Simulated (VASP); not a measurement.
Here is a VASP 6.6.1 calculation.

INCAR

```
SYSTEM = NaI
ALGO = Normal
EDIFF = 1E-8
ENCUT = 520
IBRION = 8
ISIF = 2
ISMEAR = 0
LASPH = .True.
LCHARG = .False.
LEPSILON = .True.
LREAL = .False.
LWAVE = .False.
NBANDS = 14
NELM = 100
NSW = 1
PREC = Accurate
SIGMA = 0.01
```

File KPOINTS:

```
k-points
0
Gamma
  6 6 6
  0 0 0
```

File POSCAR:

```
NaI
1.0
    0.0000000000      3.1310871539      3.1310871539
    3.1310871539      0.0000000000      3.1310871539
    3.1310871539      3.1310871539      0.0000000000
Na I
1 1
Direct
    0.0000000000      0.0000000000      0.0000000000
    0.5000000000      0.5000000000      0.5000000000
```

Potentials or basis: VASP PAW LDA potentials, release 64 (Na_pv, I).

Launch:

```console
$ cat potpaw_LDA.64/Na_pv/POTCAR potpaw_LDA.64/I/POTCAR > POTCAR
$ mpirun -np 1 vasp_std > vasp.out
```

(1) Predict the electronic dielectric tensor (diagonal).

(2) Predict the Born charges (mean of the diagonal).

(3) Predict the highest phonon frequency at Γ, LO-TO splitting left out.

Answers

(1) 3.65.

(2) Na +1.17; I -1.17 e.

(3) 131 cm⁻¹.
